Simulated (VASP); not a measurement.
# Hf (P6_3/mmc) in VASP: settings compared

Aim: see how the results for Hf move with the level of theory and the settings. Levels: RPBE, r2SCAN+rVV10, LDA. Tasks: single point.

All numbers are computed with VASP 6.6.1; they aren't measurements. Logs are shortened: lines on timing, memory, paths and dates and some standing lists are left out, and cuts for length are marked.

## (1) The cell of the first run

Symmetry: P6_3/mmc, No. 194, hexagonal system. Conventional cell: a = 3.197 Å, b = 3.197 Å, c = 5.058 Å, α = 90.00°, β = 90.00°, γ = 120.00°. Hf (site symmetry -6m2) has 12 Hf at 3.13 to 3.20 Å within 4.1 Å.

## (2) Single point, RPBE, non-collinear spin, zero start, spin-orbit coupling

Input file INCAR:

```
ALGO = Normal ; EDIFF = 1E-6
ENCUT = 520 ; GGA = RP
GGA_COMPAT = False ; ISIF = 2
ISMEAR = -1 ; LASPH = True
LCHARG = False ; LMAXMIX = 4
LORBIT = 11 ; LORBMOM = True
LREAL = False ; LSORBIT = True
LWAVE = False ; MAGMOM = 0 0 0 0 0 0
NBANDS = 32 ; NELM = 150
PREC = Accurate ; SIGMA = 0.01
```

Input file KPOINTS:

```
k-points
0
Gamma
  10 10 5
```

Input file POSCAR:

```
Hf
1.0
    3.1967000000      0.0000000000      0.0000000000
   -1.5983500000      2.7684234083      0.0000000000
    0.0000000000      0.0000000000      5.0578000000
Hf
2
Direct
    0.6666666667      0.3333333333      0.7500000000
    0.3333333333      0.6666666667      0.2500000000
```

Potentials or basis: VASP PAW PBE potentials, release 64 (Hf_pv).

Started as:

```console
cat potpaw_PBE.64/Hf_pv/POTCAR > POTCAR
mpirun -np 1 vasp_ncl > vasp.out
```

OUTCAR:

```text
EDIFF = 1E-6
   ENCUT = 520
   GGA = RP
   ISIF = 2
   ISMEAR = -1
   LASPH = True
   LORBIT = 11
   LREAL = False
   LSORBIT = True
   NELM = 150
   PREC = Accurate

 ion  position               nearest neighbor table
   1  0.667  0.333  0.750-   2 3.13   2 3.13   2 3.13   2 3.13   2 3.13   2 3.13
   2  0.333  0.667  0.250-   1 3.13   1 3.13   1 3.13   1 3.13   1 3.13   1 3.13

  LATTYP: Found a hexagonal cell.
 ALAT       =     3.1967000000
 C/A-ratio  =     1.5821941377

  Lattice vectors:

 A1 = (   3.1967000000,   0.0000000000,   0.0000000000)
 A2 = (  -1.5983500000,   2.7684234083,   0.0000000000)
 A3 = (   0.0000000000,   0.0000000000,   5.0578000000)

Analysis of symmetry for initial positions (statically):
=====================================================================
 Subroutine PRICEL returns:
 Original cell was already a primitive cell.

 Routine SETGRP: Setting up the symmetry group for a
 hexagonal supercell.

 Subroutine GETGRP returns: Found 24 space group operations
 (whereof 12 operations were pure point group operations)
 out of a pool of 24 trial point group operations.

The static configuration has the point symmetry D_3d.
 The point group associated with its full space group is D_6h.

Analysis of symmetry for dynamics (positions and initial velocities):
=====================================================================
 Subroutine PRICEL returns:
 Original cell was already a primitive cell.

 Routine SETGRP: Setting up the symmetry group for a
 hexagonal supercell.

 Subroutine GETGRP returns: Found 24 space group operations
 (whereof 12 operations were pure point group operations)
 out of a pool of 24 trial point group operations.

The dynamic configuration has the point symmetry D_3d.
 The point group associated with its full space group is D_6h.

Analysis of structural, dynamic, and magnetic symmetry:
=====================================================================
 Subroutine PRICEL returns:
 Original cell was already a primitive cell.

 Routine SETGRP: Setting up the symmetry group for a
 hexagonal supercell.

 Subroutine GETGRP returns: Found 24 space group operations
 (whereof 12 operations were pure point group operations)
 out of a pool of 24 trial point group operations.

The overall configuration has the point symmetry D_3d.
 The point group associated with its full space group is D_6h.

 Subroutine INISYM returns: Found 24 space group operations
 (whereof 12 operations are pure point group operations),
 and found     1 'primitive' translations

----------------------------------------------------------------------------------------
[... 1019 lines left out ...]
    total drift:                               -0.000000      0.000000     -0.000000

  FREE ENERGIE OF THE ION-ELECTRON SYSTEM (eV)
  ---------------------------------------------------
  free  energy   TOTEN  =       -20.3594866238 eV

  energy  without entropy=      -20.3585983039  energy(sigma->0) =      -20.35904246

 orbital moment (x)

 # of ion     p       d       tot
 ----------------------------------------
  1         0.000   0.000   0.000
  2        -0.000  -0.000  -0.000
 ----------------------------------------
            0.000  -0.000   0.000

 orbital moment (y)

 # of ion     p       d       tot
 ----------------------------------------
  1         0.000   0.000   0.000
  2         0.000   0.000   0.000
 ----------------------------------------
            0.000   0.000   0.000

 orbital moment (z)

 # of ion     p       d       tot
 ----------------------------------------
  1         0.000   0.000   0.000
  2         0.000   0.000   0.000
 ----------------------------------------
            0.000   0.000   0.000

 Spin-Orbit-Coupling matrix elements

 Ion:    1  E_soc:     -1.3479935
 l=   1
     0.0000000    -0.2163266    -0.2167193
    -0.2163266     0.0000000    -0.2163266
    -0.2167193    -0.2163266     0.0000000
 l=   2
     0.0000000    -0.0014636     0.0000000    -0.0014636    -0.0072291
    -0.0014636     0.0000000    -0.0051151    -0.0013108    -0.0014636
     0.0000000    -0.0051151     0.0000000    -0.0051151     0.0000000
    -0.0014636    -0.0013108    -0.0051151     0.0000000    -0.0014636
    -0.0072291    -0.0014636     0.0000000    -0.0014636     0.0000000
 l=   3
     0.0000000     0.0000000     0.0000000     0.0000000     0.0000000     0.0000000     0.0000000
     0.0000000     0.0000000     0.0000000     0.0000000     0.0000000     0.0000000     0.0000000
     0.0000000     0.0000000     0.0000000     0.0000000     0.0000000     0.0000000     0.0000000
     0.0000000     0.0000000     0.0000000     0.0000000     0.0000000     0.0000000     0.0000000
     0.0000000     0.0000000     0.0000000     0.0000000     0.0000000     0.0000000     0.0000000
     0.0000000     0.0000000     0.0000000     0.0000000     0.0000000     0.0000000     0.0000000
     0.0000000     0.0000000     0.0000000     0.0000000     0.0000000     0.0000000     0.0000000

 Ion:    2  E_soc:     -1.3479935
 l=   1
     0.0000000    -0.2163266    -0.2167193
    -0.2163266     0.0000000    -0.2163266
    -0.2167193    -0.2163266     0.0000000
 l=   2
     0.0000000    -0.0014636     0.0000000    -0.0014636    -0.0072291
    -0.0014636     0.0000000    -0.0051151    -0.0013108    -0.0014636
     0.0000000    -0.0051151     0.0000000    -0.0051151     0.0000000
    -0.0014636    -0.0013108    -0.0051151     0.0000000    -0.0014636
    -0.0072291    -0.0014636     0.0000000    -0.0014636     0.0000000
 l=   3
     0.0000000     0.0000000     0.0000000     0.0000000     0.0000000     0.0000000     0.0000000
     0.0000000     0.0000000     0.0000000     0.0000000     0.0000000     0.0000000     0.0000000
     0.0000000     0.0000000     0.0000000     0.0000000     0.0000000     0.0000000     0.0000000
     0.0000000     0.0000000     0.0000000     0.0000000     0.0000000     0.0000000     0.0000000
     0.0000000     0.0000000     0.0000000     0.0000000     0.0000000     0.0000000     0.0000000
     0.0000000     0.0000000     0.0000000     0.0000000     0.0000000     0.0000000     0.0000000
     0.0000000     0.0000000     0.0000000     0.0000000     0.0000000     0.0000000     0.0000000

 total charge

# of ion       s       p       d       tot
------------------------------------------
    1        0.394   6.433   1.545   8.372
    2        0.394   6.433   1.545   8.372
--------------------------------------------------
tot          0.788  12.866   3.091  16.744

 magnetization (x)

# of ion       s       p       d       tot
------------------------------------------
    1        0.000   0.000  -0.000  -0.000
    2        0.000   0.000  -0.000  -0.000
--------------------------------------------------
tot          0.000   0.000  -0.000  -0.000

 magnetization (y)

# of ion       s       p       d       tot
------------------------------------------
    1        0.000   0.000   0.000   0.000
    2        0.000   0.000   0.000   0.000
--------------------------------------------------
tot          0.000   0.000   0.000   0.000

 magnetization (z)

# of ion       s       p       d       tot
------------------------------------------
    1        0.000   0.000   0.000   0.000
    2        0.000   0.000   0.000   0.000
--------------------------------------------------
tot          0.000   0.000   0.000   0.000
```

stdout:

```text
POSCAR found type information on POSCAR Hf
 POSCAR found :  1 types and       2 ions
 scaLAPACK will be used
 -----------------------------------------------------------------------------
|                                                                             |
|                                                                             |
|     You enforced a specific xc type in the INCAR file but a different       |
|     I HOPE YOU KNOW WHAT YOU ARE DOING!                                     |
|                                                                             |
 -----------------------------------------------------------------------------

 LDA part: xc-table for (Slater+PW92), standard interpolation
 POSCAR, INCAR and KPOINTS ok, starting setup
 FFT: planning ... GRIDC
 FFT: planning ... GRID_SOFT
 FFT: planning ... GRID
 WAVECAR not read
 entering main loop
```

Run time: 73 s. Hardware: 1 thread of AMD EPYC 9R45 (Zen 5), shared host; peak memory 0.26 GiB.

What came out:

```
Free energy                                           : -20.3595 eV
Pressure                                              : 2.6 GPa
Net moment                                            : 0.00 μB per cell
Valence electrons inside the program's atomic spheres : Hf 8.37
```

Stress tensor (GPa, compression positive):
```
2.69 0.00 0.00
0.00 2.69 0.00
0.00 0.00 2.31
```

Moments on the atoms (μB; x, y, z):
```
Hf  0.00 0.00 0.00
Hf  0.00 0.00 0.00
```

Caveat: the PAW data sets were made with another functional, which shifts forces and pressure a little.

[end of part 1 of 2]
